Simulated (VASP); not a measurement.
Here is a VASP 6.6.1 calculation.

The input INCAR:

```
SYSTEM = SiC
ALGO = Normal ; EDIFF = 1E-6
ENCUT = 520 ; GGA = PE
ISIF = 2 ; ISMEAR = 0
LASPH = .TRUE. ; LCHARG = .FALSE.
LREAL = .FALSE. ; LWAVE = .FALSE.
NBANDS = 26 ; NELM = 80
PREC = Accurate ; SIGMA = 0.05
```

Contents of KPOINTS:

```
k-points
0
G
  12 12 4
  0 0 0
```

POSCAR

```
SiC
1.0
    3.0756941497      0.0000000000      0.0000000000
   -1.5378470748      2.6636292679      0.0000000000
    0.0000000000      0.0000000000     10.0706464800
Si C
4 4
Direct
    0.6994608054      0.2437380801      0.9378419800
    0.3333333333      0.6666666667      0.4378419800
    0.0000000000      0.0000000000      0.6878943800
    0.0000000000      0.0000000000      0.1878943800
    0.6666666667      0.3333333333      0.7498025900
    0.3333333333      0.6666666667      0.2498025900
    0.0000000000      0.0000000000      0.5004600500
    0.0000000000      0.0000000000      0.0004600500
```

Potentials or basis: VASP PAW PBE potentials, release 64 (Si, C).

Launch:

```bash
$ cat potpaw_PBE.64/Si/POTCAR potpaw_PBE.64/C/POTCAR > POTCAR
$ mpirun -np 1 vasp_std > vasp.out
```

(1) Predict the band gap on the k mesh.

(2) Predict the largest force.

(3) Estimate the pressure.

Answers

(1) 1.42 eV (least direct gap 2.87 eV).

(2) 10.514 eV/Å.

(3) 8.6 GPa.

Caveat: the cell differs from its parent crystal (atom 1 (Si) moved +0.338 Å along Cartesian [1 -1 0]); the stress differs along the axes, from 5 to 15 GPa; forces of over 1 eV/Å act on the atoms, so gaps and moduli don't describe the material at rest.
